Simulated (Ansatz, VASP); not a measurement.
## One calculation of InP, two programs

```
In P
1.0
     0.00000    2.95198    2.95198
     2.95198    0.00000    2.95198
     2.95198    2.95198    0.00000
In P
1 1
Cartesian
  0.0000 0.0000 0.0000
  1.4760 1.4760 1.4760
```

Alike in both runs: task single point; functional PBEsol; k mesh 6 × 6 × 6; occupations gaussian, width 0.1 eV; no spin polarisation.

|  | VASP | Ansatz |
| --- | --- | --- |
| version | VASP 6.6.1 | Ansatz 0.2.0 |
| potentials or method | VASP PAW PBE potentials, release 64 (In_d, P), cutoff 500 eV | scalar-relativistic, plane waves, PAW |
| valence electrons in the cell | 18 | 18 |

Ansatz gave:

```
gap on the k mesh at the Fermi level (eV) : 0.50
least direct gap on the mesh (eV)         : 0.50
pressure (GPa)                            : -0.9
```

Question: What did VASP give for the same quantities?

Answer: gap on the k mesh at the Fermi level (eV): 0.49; least direct gap on the mesh (eV): 0.49; pressure (GPa): -0.9.

VASP's potentials were made for PBE, not for PBEsol. With one functional, cell and mesh, what is left measures potentials, basis and numerics.
